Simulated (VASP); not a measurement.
Wanted: the native input for a VASP 6.6.1 run.

```yaml
Task: single point
Functional: PBE
Potentials_or_basis: VASP PAW PBE potentials, release 64 (Lu)
Cutoff: 520 eV
k_mesh: 2 × 2 × 1
Occupations: fermi-dirac, width 0.1 eV
Spin: no spin polarisation
Dipole_correction: no
Further_INCAR_settings: ALGO = Normal; EDIFF = 1e-07; NBANDS = 32
```

The structure of Lu lies in POSCAR:

```
Lu
1.0
    3.5070808964      0.0000000000      0.0000000000
   -1.7535404482      3.0372211494      0.0000000000
    0.0000000000      0.0000000000      5.4772888711
Lu
2
Direct
    0.3333333333      0.6666666667      0.2500000000
    0.6666666667      0.3333333333      0.7500000000
```

One way to write it, as run:

INCAR

```
SYSTEM = Lu
PREC = Accurate
ENCUT = 520
EDIFF = 1E-7
ISMEAR = -1
SIGMA = 0.1
LREAL = .False.
LASPH = .True.
NELM = 60
ALGO = Normal
ISIF = 2
LWAVE = .False.
LCHARG = .True.
GGA = PE
LELF = .True.
LVHAR = .True.
NBANDS = 32
```

KPOINTS

```
Automatic mesh
0
Gamma
  2 2 1
  0 0 0
```

Potentials or basis: VASP PAW PBE potentials, release 64 (Lu).

Launch:

```console
$ cat potpaw_PBE.64/Lu/POTCAR > POTCAR
$ mpirun -np 1 vasp_std > vasp.out
```

It gave:

```json
{
 "Pressure": "-9.0 GPa",
 "Band gap on the k mesh": "zero (bands 25 and 26 overlap by 1.04 eV)"
}
```

Caveat: the k points lie up to 1.15 Å⁻¹ apart, too coarse for converged energies and pressures of a metal; spin-orbit coupling is left out, which moves the levels of the heavy elements.

Wall time 26 s on 1 thread of Intel Xeon 8259CL (shared host), peak memory 0.18 GiB.
